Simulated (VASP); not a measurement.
Input of a VASP 6.6.1 run:

POSCAR

```
KI
1.0
    0.0000000000      3.5442842164      3.4911199532
    3.5442842164      0.0000000000      3.4911199532
    3.5442842164      3.5442842164      0.0000000000
K I
1 1
Direct
    0.0000000000      0.0000000000      0.0000000000
    0.5000000000      0.5000000000      0.5000000000
```

The input INCAR.step1:

```
ALGO = Normal
EDIFF = 1E-5
ENCUT = 520
GGA = PE
ISIF = 2
ISMEAR = 0
LASPH = True
LCHARG = False
LREAL = False
LWAVE = True
NBANDS = 15
NELM = 60
PREC = Accurate
SIGMA = 0.01
```

Contents of INCAR.step2:

```
ALGO = Normal
EDIFF = 1E-6
ENCUT = 520
GGA = PE
HFSCREEN = 0.2079
ISIF = 2
ISMEAR = 0
ISTART = 1
LASPH = True
LCHARG = False
LHFCALC = True
LREAL = False
LWAVE = False
NBANDS = 15
NELM = 60
PREC = Accurate
PRECFOCK = Normal
SIGMA = 0.01
```

KPOINTS

```
k-points
0
Gamma
  4 4 4
```

Potentials or basis: VASP PAW PBE potentials, release 64 (K_sv, I).

Run with:

```bash
$ cat potpaw_PBE.64/K_sv/POTCAR potpaw_PBE.64/I/POTCAR > POTCAR
$ cp INCAR.step1 INCAR
$ mpirun -np 1 vasp_std > vasp.out
$ cp INCAR.step2 INCAR
$ mpirun -np 1 vasp_std > vasp.out
```

Q: Predict the band gap on the k mesh.

A: 4.97 eV.

Q: Predict the pressure.

A: 0.5 GPa.

Stress tensor (GPa, compression positive):
```
0.35 0.00 0.00
0.00 0.35 0.00
0.00 0.00 0.78
```

Caveat: the cell differs from its parent crystal (uniaxial z strain -1.5%); the PAW data sets were made with another functional, which shifts forces and pressure a little; spin-orbit coupling is left out, which moves the levels of the heavy elements.
